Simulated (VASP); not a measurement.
## AlN: single point with PBEsol

The system is AlN.

```xyz
4
Lattice="3.2167 0.0000 0.0000 -1.6083 2.7857 0.0000 0.0000 0.0000 4.4438" Properties=species:S:1:pos:R:3 pbc="T T T"
Al    0.0000    1.8572    3.3328
Al    1.6083    0.9286    1.1109
N     0.0000    1.8572    1.1109
N     1.6083    0.9286    3.3328
```

This cell differs from its parent crystal: strained.

```
Program                : VASP 6.6.1
Task                   : single point
Functional             : PBEsol
Potentials or basis    : VASP PAW PBE potentials, release 64 (Al, N)
Cutoff                 : 520 eV
k mesh                 : 9 × 9 × 6
Occupations            : gaussian, width 0.02 eV
Spin                   : no spin polarisation
Dipole correction      : no
Further INCAR settings : ALGO = Normal; EDIFF = 1e-07; NBANDS = 16
```

```json
{
  "Pressure": "1.4 GPa",
  "Band gap on the k mesh": "2.99 eV, direct"
}
```

Stress tensor (GPa, compression positive):
```
 6.83  0.00  0.00
 0.00  6.83  0.00
 0.00  0.00 -9.34
```

Levels at points of the mesh, in eV from the valence-band top:
| k point | band 5 | band 6 | band 7 | band 8 | band 9 | band 10 | band 11 | band 12 |
| --- | --- | --- | --- | --- | --- | --- | --- | --- |
| (0.00, 0.00, 0.00) | -3.26 | -2.02 | -2.02 | 0.00 | 2.99 | 4.60 | 8.49 | 8.49 |
| (0.00, 0.00, 0.50) | -2.67 | -2.67 | -2.67 | -2.67 | 5.45 | 5.45 | 8.77 | 8.77 |

Wall time 61 s on 1 thread of AMD EPYC 7R13 (shared host), peak memory 0.13 GiB.

Caveat: the cell differs from its parent crystal (strained); the PAW data sets were made with another functional, which shifts forces and pressure a little.
